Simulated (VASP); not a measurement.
A run of VASP 6.6.1 is set up as follows.

File INCAR:

```
AGGAC = 1.0 ; AGGAX = 1.0
ALDAC = 0.0 ; ALDAX = 1.0
ALGO = Normal ; EDIFF = 1E-6
ENCUT = 520 ; GGA = B5
ISIF = 2 ; ISMEAR = -1
LASPH = True ; LCHARG = True
LELF = True ; LREAL = False
LVHAR = True ; LWAVE = False
NBANDS = 10 ; NELM = 80
PREC = Accurate ; SIGMA = 0.1
```

The input KPOINTS:

```
k-points
0
Gamma
  8 8 8
```

File POSCAR:

```
Rb
1.0
    4.5850495446      0.0000000000      0.0000000000
    0.0000000000      4.5850495446      0.0000000000
    0.0000000000      0.0000000000      4.5850495446
Rb
1
Direct
    0.0000000000      0.0000000000      0.0000000000
```

Potentials or basis: VASP PAW PBE potentials, release 64 (Rb_sv).

The run is started by

```bash
$ cat potpaw_PBE.64/Rb_sv/POTCAR > POTCAR
$ mpirun -np 1 vasp_std > vasp.out
```

**Question.** Estimate the pressure.

**Answer.** 0.3 GPa.

**Question.** Estimate the band gap on the k mesh.

**Answer.** Zero (an odd number of electrons rules out a gap without spin polarisation).

Caveat: the PAW data sets were made with another functional, which shifts forces and pressure a little.
